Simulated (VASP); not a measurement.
Write the native input for VASP 6.6.1 that does the following.

| Quantity | Value |
| --- | --- |
| Task | single point |
| Functional | revPBE |
| Dispersion | D3(BJ) |
| Potentials or basis | VASP PAW PBE potentials, release 64 (As) |
| Cutoff | 400 eV |
| k mesh | 12 × 12 × 1 |
| Occupations | gaussian, width 0.04 eV |
| Spin | no spin polarisation |
| Dipole correction | yes |
| Further INCAR settings | ALGO = Normal; EDIFF = 1e-06; NBANDS = 12; NELMDL = -8 |

The structure of As lies in POSCAR:

```
As
1.0
    3.5650564103      0.0000000000      0.0000000000
   -1.7825282052      3.0874294172      0.0000000000
    0.0000000000      0.0000000000     23.9995303165
As
2
Direct
    0.6666666667      0.3333333333      0.6324046415
    0.3333333333      0.6666666667      0.6912524468
```

The input as run:

INCAR

```
SYSTEM = As
  PREC = Accurate
  ENCUT = 400
  EDIFF = 1E-6
  ISMEAR = 0
  SIGMA = 0.04
  LREAL = .FALSE.
  LASPH = .TRUE.
  NELM = 120
  ALGO = Normal
  ISIF = 2
  LWAVE = .FALSE.
  LCHARG = .TRUE.
  LDIPOL = .TRUE.
  IDIPOL = 3
  DIPOL = 0.5 0.5 0.662
  GGA = RE
  IVDW = 12
  LELF = .TRUE.
  LVHAR = .TRUE.
  LVACPOTAV = .TRUE.
  NBANDS = 12
  GGA_COMPAT = .FALSE.
  NELMDL = -8
```

KPOINTS

```
Automatic mesh
0
G
  12 12 1
  0 0 0
```

Potentials or basis: VASP PAW PBE potentials, release 64 (As).

Launch:

```bash
$ cat potpaw_PBE.64/As/POTCAR > POTCAR
$ mpirun -np 1 vasp_std > vasp.out
```

Results of the run:

| Quantity | Value |
| --- | --- |
| Largest force | 0.023 eV/Å |
| Band gap on the k mesh | 1.53 eV, indirect (least direct gap 2.09 eV) |
| Dispersion energy per atom | -0.433 eV |

Caveat: the PAW data sets were made with another functional, which shifts forces and pressure a little.

Wall time 59 s on 1 thread of Intel(R) Xeon(R) Platinum 8259CL CPU @ 2.50GHz (Skylake/Cascade Lake) (shared host), peak memory 0.28 GiB.
